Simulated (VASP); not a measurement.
# ZnF2 (P4_2/mnm) in VASP: settings compared

The runs below take ZnF2 through single point, with LDA, PBE, PBEsol.

Everything below comes from runs of VASP 6.6.1. Logs are shortened: lines on timing, memory, paths and dates and some standing lists are left out, and cuts for length are marked.

## 1. The cell of the first run

It takes space group P4_2/mnm (No. 136, tetragonal). Conventional cell: a = 4.631 Å, b = 4.631 Å, c = 3.088 Å, α = 90.00°, β = 90.00°, γ = 90.00°. Zn (site symmetry mmm) has 6 F at 1.99 to 2.01 Å within 2.6 Å. F (site symmetry m2m) has 3 Zn at 1.99 to 2.01 Å and 1 F at 2.58 Å within 2.6 Å.

## 2. Single point, LDA

The input, INCAR:

```
ALGO = Normal
EDIFF = 1E-6
ENCUT = 600
GGA_COMPAT = F
ISIF = 2
ISMEAR = -1
LASPH = T
LCHARG = F
LREAL = F
LWAVE = F
NBANDS = 35
NELM = 120
PREC = Accurate
SIGMA = 0.02
```

The input, KPOINTS:

```
k-points
0
Gamma
  6 6 8
```

The input, POSCAR:

```
ZnF2
1.0
    4.6308158508      0.0000000000      0.0000000000
    0.0000000000      4.6308158508      0.0000000000
    0.0000000000      0.0000000000      3.0879375881
Zn F
2 4
Direct
    0.0000000000      0.0000000000      0.0000000000
    0.5000000000      0.5000000000      0.5000000000
    0.3032956279      0.3032956279      0.0000000000
    0.1967043721      0.8032956279      0.5000000000
    0.8032956279      0.1967043721      0.5000000000
    0.6967043721      0.6967043721      0.0000000000
```

Potentials or basis: VASP PAW LDA potentials, release 64 (Zn, F).

Run with:

```bash
$ cat potpaw_LDA.64/Zn/POTCAR potpaw_LDA.64/F/POTCAR > POTCAR
$ mpirun -np 1 vasp_std > vasp.out
```

OUTCAR:

```text
EDIFF = 1E-6
   ENCUT = 600
   ISIF = 2
   ISMEAR = -1
   LASPH = T
   LREAL = F
   NELM = 120
   PREC = Accurate

 ion  position               nearest neighbor table
   1  0.000  0.000  0.000-   3 1.99   6 1.99   5 2.01   4 2.01   4 2.01   5 2.01
   2  0.500  0.500  0.500-   4 1.99   5 1.99   3 2.01   6 2.01   3 2.01   6 2.01
   3  0.303  0.303  0.000-   1 1.99   2 2.01   2 2.01
   4  0.197  0.803  0.500-   2 1.99   1 2.01   1 2.01
   5  0.803  0.197  0.500-   2 1.99   1 2.01   1 2.01
   6  0.697  0.697  0.000-   1 1.99   2 2.01   2 2.01

  LATTYP: Found a simple tetragonal cell.
 ALAT       =     4.6308158508
 C/A-ratio  =     0.6668236630

  Lattice vectors:

 A1 = (   4.6308158508,   0.0000000000,   0.0000000000)
 A2 = (   0.0000000000,   4.6308158508,   0.0000000000)
 A3 = (   0.0000000000,   0.0000000000,   3.0879375881)

Analysis of symmetry for initial positions (statically):
=====================================================================
 Subroutine PRICEL returns:
 Original cell was already a primitive cell.

 Routine SETGRP: Setting up the symmetry group for a
 simple tetragonal supercell.

 Subroutine GETGRP returns: Found 16 space group operations
 (whereof  8 operations were pure point group operations)
 out of a pool of 16 trial point group operations.

The static configuration has the point symmetry D_2h.
 The point group associated with its full space group is D_4h.

Analysis of symmetry for dynamics (positions and initial velocities):
=====================================================================
 Subroutine PRICEL returns:
 Original cell was already a primitive cell.

 Routine SETGRP: Setting up the symmetry group for a
 simple tetragonal supercell.

 Subroutine GETGRP returns: Found 16 space group operations
 (whereof  8 operations were pure point group operations)
 out of a pool of 16 trial point group operations.

The dynamic configuration has the point symmetry D_2h.
 The point group associated with its full space group is D_4h.

 Subroutine INISYM returns: Found 16 space group operations
 (whereof  8 operations are pure point group operations),
 and found     1 'primitive' translations

----------------------------------------------------------------------------------------

                                     Primitive cell

  volume of cell :      66.2191

  direct lattice vectors                    reciprocal lattice vectors
     4.630815851  0.000000000  0.000000000     0.215944670  0.000000000  0.000000000
     0.000000000  4.630815851  0.000000000     0.000000000  0.215944670  0.000000000
     0.000000000  0.000000000  3.087937588     0.000000000  0.000000000  0.323840742

  length of vectors
     4.630815851  4.630815851  3.087937588     0.215944670  0.215944670  0.323840742

  position of ions in fractional coordinates (direct lattice)
     0.000000000  0.000000000  0.000000000
     0.500000000  0.500000000  0.500000000
     0.303295628  0.303295628  0.000000000
     0.196704372  0.803295628  0.500000000
     0.803295628  0.196704372  0.500000000
     0.696704372  0.696704372  0.000000000

  ion indices of the primitive-cell ions
   primitive index   ion index
                 1           1
                 2           2
                 3           3
                 4           4
                 5           5
                 6           6

----------------------------------------------------------------------------------------

 KPOINTS: k-points

Automatic generation of k-mesh.
 Grid dimensions read from file:
 generate k-points for:    6    6    8

 Generating k-lattice:

  Cartesian coordinates                     Fractional coordinates (reciprocal lattice)
     0.035990778  0.000000000  0.000000000     0.166666667  0.000000000  0.000000000
     0.000000000  0.035990778  0.000000000     0.000000000  0.166666667  0.000000000
     0.000000000  0.000000000  0.040480093     0.000000000  0.000000000  0.125000000

  Length of vectors
     0.035990778  0.035990778  0.040480093

  Shift w.r.t. Gamma in fractional coordinates (k-lattice)
     0.000000000  0.000000000  0.000000000

 Subroutine IBZKPT returns following result:
 ===========================================

 Found     50 irreducible k-points:

 Following reciprocal coordinates:
            Coordinates               Weight
  0.000000  0.000000  0.000000      1.000000
  0.166667  0.000000  0.000000      4.000000
  0.333333  0.000000  0.000000      4.000000
  0.500000  0.000000  0.000000      2.000000
  0.166667  0.166667  0.000000      4.000000
  0.333333  0.166667  0.000000      8.000000
[... 16 lines left out ...]
  0.333333  0.000000  0.250000      8.000000
  0.500000  0.000000  0.250000      4.000000
 [... further k-points ...]
   k-points           NKPTS =     50   k-points in BZ     NKDIM =     50   number of bands    NBANDS=     35
   number of dos      NEDOS =    301   number of ions     NIONS =      6
   total plane-waves  NPLWV =  44800
   dimension x,y,z NGX =    40 NGY =   40 NGZ =   28
   dimension x,y,z NGXF=    80 NGYF=   80 NGZF=   56
   ions per type =               2   4
   NGX,Y,Z   is equivalent  to a cutoff of  14.36, 14.36, 15.07 a.u.
   NGXF,Y,Z  is equivalent  to a cutoff of  28.72, 28.72, 30.15 a.u.
 SYSTEM =  unknown system
   PREC   = accura    normal or accurate (medium, high low for compatibility)
   ISTART =      0    job   : 0-new  1-cont  2-samecut
   ICHARG =      2    charge: 1-file 2-atom 10-const
   ISPIN  =      1    spin polarized calculation?
   LNONCOLLINEAR =      F non collinear calculations
   LSORBIT =      F    spin-orbit coupling
   LASPH  =      T    aspherical Exc in radial PAW
   ENCUT  =  600.0 eV  44.10 Ry    6.64 a.u.   9.25  9.25  6.17*2*pi/ulx,y,z
   NELM   =    120;   NELMIN=  2; NELMDL= -5     # of ELM steps
   EDIFF  = 0.1E-05   stopping-criterion for ELM
   LREAL  =      F    real-space projection
   EDIFFG = 0.1E-04   stopping-criterion for IOM
   NSW    =      0    number of steps for IOM
   IBRION =     -1    ionic relax: 0-MD 1-quasi-New 2-CG
   NFREE  =      0    steps in history (QN), initial steepest desc. (CG)
   ISIF   =      2    stress and relaxation
   ISYM   =      2    0-nonsym 1-usesym 2-fastsym
   POTIM  = 0.5000    time-step for ionic-motion
   TEBEG  =    0.0;   TEEND  =   0.0 temperature during run
   PSTRESS=    0.0 pullay stress
   NELECT =      52.0000    total number of electrons
   NUPDOWN=      -1.0000    fix difference up-down
   EMIN   =  10.00;   EMAX   =-10.00  energy-range for DOS
   EFERMI =   0.00;   METHOD = LEGACY
   ISMEAR =    -1;   SIGMA  =   0.02  broadening in eV -4-tet -1-fermi 0-gaus
   EFERMI_NEDOS =   21; number of points for ismear=-14 and -15
   IALGO  =     38    algorithm
   IMIX   =      4    mixing-type and parameters
     AMIX     =   0.40;   BMIX     =  1.00
     AMIX_MAG =   1.60;   BMIX_MAG =  1.00
  volume/ion in A,a.u.               =      11.04        74.48
  Fermi-wavevector in a.u.,A,eV,Ry     =   1.510363  2.854173 31.037575  2.281197
  Thomas-Fermi vector in A             =   2.620563
   LORBIT       =      0    0 simple, 1 ext, 2 COOP (PROOUT), +10 PAW based schemes
   GGA     = CA    functional components
   LHFCALC =     F    Hartree Fock is set to
   AEXX    =    0.0000 exact exchange contribution
   IVDW    =     0    specifies the selected vdW correction
   LEPSILON=     F    determine dielectric tensor
   LRPA    =     F    only Hartree local field effects (RPA)
 non-spin polarized calculation
  energy-cutoff  :      600.00
  volume of cell :       66.22
 maximum number of plane-waves:      2232
 NGX is ok and might be reduce to    40
   NGX = 19   NGY = 19   NGZ = 13

 number of electron      52.0000013 magnetization

 Free energy of the ion-electron system (eV)
  ---------------------------------------------------
  ext. energy  EPLUGINS =         0.00000000
  ---------------------------------------------------
  free energy    TOTEN  =       -27.04281480 eV

  energy without entropy =      -27.04281480  energy(sigma->0) =      -27.04281480

 E-fermi :  -0.6255     XC(G=0): -11.2552

 val. band max:       -1.0150753517   @ k =   0.0000   0.0000   0.0000
 cond. band min:       2.3881254081   @ k =   0.0000   0.0000   0.0000
 fundamental gap:      3.4032007598
 Fermi energy:        -0.6254894921

 k-point     1 :       0.0000    0.0000    0.0000
  band No.  band energies     occupation
      1     -22.9382      2.00000
      2     -22.0056      2.00000
      3     -22.0056      2.00000
      4     -21.9692      2.00000
      5      -7.8251      2.00000
      6      -6.8146      2.00000
[... 27 lines left out ...]
     34      14.0094      0.00000
     35      14.0094      0.00000

 k-point     2 :       0.1667    0.0000    0.0000
  band No.  band energies     occupation
      1     -22.8876      2.00000
      2     -22.1223      2.00000
      3     -21.9954      2.00000
      4     -21.9220      2.00000
      5      -7.6793      2.00000
      6      -6.7732      2.00000
[... 27 lines left out ...]
     34      14.4284      0.00000
     35      14.5176      0.00000

 k-point     3 :       0.3333    0.0000    0.0000
  band No.  band energies     occupation
      1     -22.7456      2.00000
      2     -22.3173      2.00000
      3     -21.9684      2.00000
      4     -21.9133      2.00000
      5      -7.2934      2.00000
      6      -6.7033      2.00000
[... 27 lines left out ...]
     34      14.9630      0.00000
     35      15.0424      0.00000

 k-point     4 :       0.5000    0.0000    0.0000
  band No.  band energies     occupation
      1     -22.5411      2.00000
      2     -22.5411      2.00000
      3     -21.9356      2.00000
      4     -21.9356      2.00000
      5      -6.8534      2.00000
      6      -6.8534      2.00000
[... 27 lines left out ...]
     34      14.3551      0.00000
     35      15.6514      0.00000

 k-point     5 :       0.1667    0.1667    0.0000
  band No.  band energies     occupation
      1     -22.8399      2.00000
      2     -22.1636      2.00000
      3     -22.0201      2.00000
      4     -21.9113      2.00000
      5      -7.5847      2.00000
      6      -6.7238      2.00000
[... 638 lines left out ...]
 k-point    22 :       0.1667    0.0000    0.2500
  band No.  band energies     occupation
      1     -22.6687      2.00000
      2     -22.0846      2.00000
      3     -21.9754      2.00000
      4     -21.9538      2.00000
      5      -7.2214      2.00000
      6      -6.5672      2.00000
[... 27 lines left out ...]
     34      13.6240      0.00000
     35      13.6242      0.00000

 k-point    23 :       0.3333    0.0000    0.2500
  band No.  band energies     occupation
      1     -22.5552      2.00000
      2     -22.2246      2.00000
      3     -21.9651      2.00000
      4     -21.9462      2.00000
      5      -6.9186      2.00000
      6      -6.4028      2.00000
[... 27 lines left out ...]
     34      13.4038      0.00000
     35      13.9065      0.00000

 k-point    24 :       0.5000    0.0000    0.2500
  band No.  band energies     occupation
      1     -22.3946      2.00000
      2     -22.3946      2.00000
      3     -21.9531      2.00000
      4     -21.9531      2.00000
      5      -6.5200      2.00000
      6      -6.5200      2.00000
[... 27 lines left out ...]
     34      13.0099      0.00000
     35      15.1012      0.00000

 [... further k-points ...]

------------------------ aborting loop because EDIFF is reached ----------------------------------------

  FORCE on cell =-STRESS in cart. coord.  units (eV):
  Direction    XX          YY          ZZ          XY          YZ          ZX
  --------------------------------------------------------------------------------------
  -------------------------------------------------------------------------------------
  Total        0.2086814      0.2086814      0.3627245      0.0000000      0.0000000      0.0000000
  in kB        5.0490632      5.0490632      8.7761479      0.0000000      0.0000000      0.0000000
  external PRESSURE =       6.2914248 kB  Pullay stress =       0.0000000 kB

 VOLUME and BASIS-vectors are now :
 -----------------------------------------------------------------------------
  energy-cutoff  :      600.00
  volume of cell :       66.22
      direct lattice vectors                 reciprocal lattice vectors
     4.630815851  0.000000000  0.000000000     0.215944670  0.000000000  0.000000000
     0.000000000  4.630815851  0.000000000     0.000000000  0.215944670  0.000000000
     0.000000000  0.000000000  3.087937588     0.000000000  0.000000000  0.323840742

 POSITION                                       TOTAL-FORCE (eV/Angst)
 -----------------------------------------------------------------------------------
      0.00000      0.00000      0.00000         0.000000      0.000000      0.000000
      2.31541      2.31541      1.54397         0.000000      0.000000      0.000000
      1.40451      1.40451      0.00000        -0.009907     -0.009907     -0.000000
      0.91090      3.71991      1.54397         0.009907     -0.009907      0.000000
      3.71991      0.91090      1.54397        -0.009907      0.009907      0.000000
      3.22631      3.22631      0.00000         0.009907      0.009907      0.000000
 -----------------------------------------------------------------------------------
    total drift:                               -0.000000      0.000000     -0.000000

  FREE ENERGIE OF THE ION-ELECTRON SYSTEM (eV)
  ---------------------------------------------------
  free  energy   TOTEN  =       -27.0428147992 eV

  energy  without entropy=      -27.0428147992  energy(sigma->0) =      -27.04281480
```

It took 99 s on 1 thread of Intel Xeon Platinum 8559C (Emerald Rapids), shared host; peak memory 0.23 GiB.

What came out:

* Free energy: -27.0428 eV
* Pressure: 0.6 GPa
* Largest force: 0.014 eV/Å
* Band gap on the k mesh: 3.40 eV

Forces in eV/Å, atoms in the order of the input:
```
Zn   0.000  0.000  0.000
Zn   0.000  0.000  0.000
F   -0.010 -0.010  0.000
F    0.010 -0.010  0.000
F   -0.010  0.010  0.000
F    0.010  0.010  0.000
```

Levels at points of the mesh, in eV from the valence-band top:
```tsv
k point	band 22	band 23	band 24	band 25	band 26	band 27	band 28	band 29	band 30	band 31
(0.00, 0.00, 0.00)	-1.75	-1.38	-0.39	-0.39	0.00	3.40	9.38	9.38	9.46	13.18
(0.50, 0.00, 0.00)	-1.80	-0.70	-0.70	-0.49	-0.49	6.09	6.09	10.33	10.33	12.92
(0.50, 0.50, 0.00)	-1.64	-1.40	-1.40	-0.41	-0.41	7.11	7.11	8.97	8.97	14.45
(0.00, 0.00, 0.50)	-1.52	-1.38	-1.38	-1.34	-1.34	8.33	8.33	11.85	11.85	12.98
(0.50, 0.00, 0.50)	-2.05	-1.47	-1.47	-0.08	-0.08	8.90	8.90	10.18	10.18	13.83
(0.50, 0.50, 0.50)	-1.68	-1.34	-1.34	-0.86	-0.86	8.15	8.15	11.18	11.18	12.26
```

Caveat: the structure was generated, so it needn't be the stable form of ZnF2. A k mesh can miss the band edges.

## 3. Single point, PBE

This run uses another cell than the first one, of 11.53 Å³/atom.

The input, INCAR:

```
SYSTEM = ZnF2
  ALGO = Normal
  EDIFF = 1E-6
  ENCUT = 600
  GGA = PE
  GGA_COMPAT = .False.
  ISIF = 2
  ISMEAR = -1
  LASPH = .True.
  LCHARG = .True.
  LELF = .True.
  LREAL = .False.
  LVHAR = .True.
  LWAVE = .False.
  NBANDS = 35
  NELM = 120
  PREC = Accurate
  SIGMA = 0.02
```

The input, KPOINTS:

```
k-points
0
Gamma
  6 6 8
  0 0 0
```

The input, POSCAR:

```
ZnF2
1.0
    4.7033647461      0.0000000000      0.0000000000
    0.0000000000      4.7033647461      0.0000000000
    0.0000000000      0.0000000000      3.1267863742
Zn F
2 4
Direct
    0.0000000000      0.0000000000      0.0000000000
    0.5000000000      0.5000000000      0.5000000000
    0.3031901712      0.3031901712      0.0000000000
    0.1968098288      0.8031901712      0.5000000000
    0.8031901712      0.1968098288      0.5000000000
    0.6968098288      0.6968098288      0.0000000000
```

Potentials or basis: VASP PAW PBE potentials, release 64 (Zn, F).

Run with:

```bash
$ cat potpaw_PBE.64/Zn/POTCAR potpaw_PBE.64/F/POTCAR > POTCAR
$ mpirun -np 1 vasp_std > vasp.out
```

Run time: 1.9 min. Hardware: 1 thread of Intel Xeon Platinum 8559C (Emerald Rapids), shared host; peak memory 0.26 GiB.

It converged, with:

```yaml
Free_energy: -23.1561 eV
Pressure: 7.0 GPa
Largest_force: 0.043 eV/Å
Band_gap_on_the_k_mesh: 3.51 eV
```

Forces on the atoms (eV/Å):
```
Zn   0.000  0.000  0.000
Zn   0.000  0.000  0.000
F   -0.030 -0.030  0.000
F    0.030 -0.030  0.000
F   -0.030  0.030  0.000
F    0.030  0.030  0.000
```

Stress tensor (GPa, compression positive):
```
6.63 0.00 0.00
0.00 6.63 0.00
0.00 0.00 7.80
```

Levels at points of the mesh, in eV from the valence-band top:
| k point | band 24 | band 25 | band 26 | band 27 | band 28 | band 29 |
| --- | --- | --- | --- | --- | --- | --- |
| (0.00, 0.00, 0.00) | -0.35 | -0.35 | 0.00 | 3.51 | 9.38 | 9.67 |
| (0.50, 0.00, 0.00) | -0.65 | -0.44 | -0.44 | 6.12 | 6.12 | 10.59 |
| (0.50, 0.50, 0.00) | -1.28 | -0.37 | -0.37 | 7.05 | 7.05 | 9.20 |
| (0.00, 0.00, 0.50) | -1.30 | -1.24 | -1.24 | 8.29 | 8.29 | 11.93 |
| (0.50, 0.00, 0.50) | -1.35 | -0.06 | -0.06 | 8.81 | 8.81 | 10.37 |
| (0.50, 0.50, 0.50) | -1.24 | -0.80 | -0.80 | 8.12 | 8.12 | 11.52 |

Caveat: the cell stands under pressure; the structure was generated, so it needn't be the stable form of ZnF2. A k mesh can miss the band edges.

## 4. Single point, LDA

This run uses another cell than the first one, of 11.53 Å³/atom.

The input, INCAR:

```
SYSTEM = ZnF2
  PREC = Accurate
  ENCUT = 600
  EDIFF = 1E-6
  ISMEAR = 0
  SIGMA = 0.01
  LREAL = .FALSE.
  LASPH = .TRUE.
  NELM = 120
  ALGO = Normal
  ISIF = 2
  LWAVE = .FALSE.
  LCHARG = .FALSE.
  NBANDS = 35
  GGA_COMPAT = .FALSE.
```

The input, KPOINTS:

```
regular mesh
0
G
  6 6 8
  0 0 0
```

POSCAR is that of step 3.

Potentials or basis: VASP PAW LDA potentials, release 64 (Zn, F).

Run with:

```bash
$ cat potpaw_LDA.64/Zn/POTCAR potpaw_LDA.64/F/POTCAR > POTCAR
$ mpirun -np 1 vasp_std > vasp.out
```

It took 2.5 min on 1 thread of Intel Xeon Platinum 8559C (Emerald Rapids), shared host; peak memory 0.24 GiB.

Results (log left out):

```
Free energy            : -27.0122 eV
Pressure               : -4.7 GPa
Largest force          : 0.060 eV/Å
Band gap on the k mesh : 3.33 eV
```

Forces in eV/Å, atoms in the order of the input:
```
Zn   0.000  0.000  0.000
Zn   0.000  0.000  0.000
F    0.043  0.043  0.000
F   -0.043  0.043  0.000
F    0.043 -0.043  0.000
F   -0.043 -0.043  0.000
```

Stress tensor (GPa, compression positive):
```
-4.58  0.00  0.00
 0.00 -4.58  0.00
 0.00  0.00 -5.08
```

Levels at points of the mesh, in eV from the valence-band top:
| k point | band 23 | band 24 | band 25 | band 26 | band 27 | band 28 | band 29 | band 30 |
| --- | --- | --- | --- | --- | --- | --- | --- | --- |
| (0.00, 0.00, 0.00) | -1.13 | -0.34 | -0.34 | 0.00 | 3.33 | 9.19 | 9.37 | 9.37 |
| (0.50, 0.00, 0.00) | -0.64 | -0.64 | -0.42 | -0.42 | 5.95 | 5.95 | 10.29 | 10.29 |
| (0.50, 0.50, 0.00) | -1.23 | -1.23 | -0.35 | -0.35 | 6.90 | 6.90 | 8.94 | 8.94 |
| (0.00, 0.00, 0.50) | -1.33 | -1.33 | -1.26 | -1.26 | 8.11 | 8.11 | 11.66 | 11.66 |
| (0.50, 0.00, 0.50) | -1.31 | -1.31 | -0.05 | -0.05 | 8.63 | 8.63 | 10.09 | 10.09 |
| (0.50, 0.50, 0.50) | -1.25 | -1.25 | -0.81 | -0.81 | 7.92 | 7.92 | 11.19 | 11.19 |

Caveat: the cell stands under tension; the structure was generated, so it needn't be the stable form of ZnF2. A k mesh can miss the band edges.

[end of part 1 of 2]
